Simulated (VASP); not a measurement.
A run of VASP 6.6.1 is set up as follows.

File INCAR:

```
PREC = Accurate
ENCUT = 520
EDIFF = 1E-6
ISMEAR = 0
SIGMA = 0.15
LREAL = F
LASPH = T
NELM = 80
ALGO = Fast
ISIF = 2
LWAVE = F
LCHARG = T
GGA = PE
LELF = T
LVHAR = T
NBANDS = 10
```

File KPOINTS:

```
regular mesh
0
Gamma
  12 12 12
```

File POSCAR:

```
Rb
1.0
   -2.8060000000      2.8200300000      2.8200300000
    2.8060000000     -2.7919700000      2.7919700000
    2.8060000000      2.7919700000     -2.7919700000
Rb
1
Direct
    0.0000000000      0.0000000000      0.0000000000
```

Potentials or basis: VASP PAW PBE potentials, release 64 (Rb_sv).

Run with:

```bash
$ cat potpaw_PBE.64/Rb_sv/POTCAR > POTCAR
$ mpirun -np 1 vasp_std > vasp.out
```

Predict the pressure.

0.1 GPa.

Estimate the band gap on the k mesh.

zero (an odd number of electrons rules out a gap without spin polarisation).

Caveat: the cell differs from its parent crystal (strain +0.0100 x Voigt [0, 0, 0, 1, 0, 0]).
